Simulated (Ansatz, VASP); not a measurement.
One calculation of KZnF3, two programs

File INCAR:

```
PREC = Accurate
ENCUT = 600
EDIFF = 1E-6
ISMEAR = -1
SIGMA = 0.0019
LREAL = False
LASPH = True
NELM = 120
ALGO = Normal
ISIF = 2
LWAVE = False
LCHARG = False
GGA = PE
NBANDS = 29
GGA_COMPAT = False
```

File KPOINTS:

```
Automatic mesh
0
Gamma
  4 4 4
```

The input POSCAR:

```
KZnF3
1.0
    4.0474167900      0.0000000000      0.0000000000
    0.0000000000      4.0474167900      0.0000000000
    0.0000000000      0.0000000000      4.0474167900
K Zn F
1 1 3
Direct
    0.0000000000      0.0000000000      0.0000000000
    0.5000000000      0.5000000000      0.5000000000
    0.0000000000      0.5000000000      0.5000000000
    0.5000000000      0.0000000000      0.5000000000
    0.5000000000      0.5000000000      0.0000000000
```

Input for Ansatz:

```yaml
crystal:
  lattice:
    - [4.04741679, 0.0, 0.0]
    - [0.0, 4.04741679, 0.0]
    - [0.0, 0.0, 4.04741679]
  atoms:
    - { symbol: K, position: [0.0, 0.0, 0.0] }
    - { symbol: Zn, position: [0.5, 0.5, 0.5] }
    - { symbol: F, position: [0.0, 0.5, 0.5] }
    - { symbol: F, position: [0.5, 0.0, 0.5] }
    - { symbol: F, position: [0.5, 0.5, 0.0] }
basis:
  ecutwfc: 420
kpoints:
  mp_grid: { grid: [4, 4, 4] }
hamiltonian:
  xc: pbe
scf:
  occupations: { method: fermi_dirac, width: 0.0019 }
  lower_state_search: "off"
output:
  forces: true
  stress: true
  eigenvalues: true
```

Alike in both runs: task single point; functional PBE; k mesh 4 × 4 × 4; occupations fermi-dirac, width 0.0019 eV; no spin polarisation.

|  | VASP | Ansatz |
| --- | --- | --- |
| version | VASP 6.6.1 | Ansatz 0.2.0 |
| potentials or method | VASP PAW PBE potentials, release 64 (K_sv, Zn, F), cutoff 600 eV | scalar-relativistic, plane waves, PAW |
| valence electrons in the cell | 42 | 42 |

Ansatz gave:

- gap on the k mesh at the Fermi level (eV): 3.87
- least direct gap on the mesh (eV): 5.71
- pressure (GPa): 4.7

Question: Which values does VASP return?

Answer: gap on the k mesh at the Fermi level (eV): 3.80; least direct gap on the mesh (eV): 5.67; pressure (GPa): 5.0.

The functional is the same, so the differences come from potentials, cutoffs and numerics.
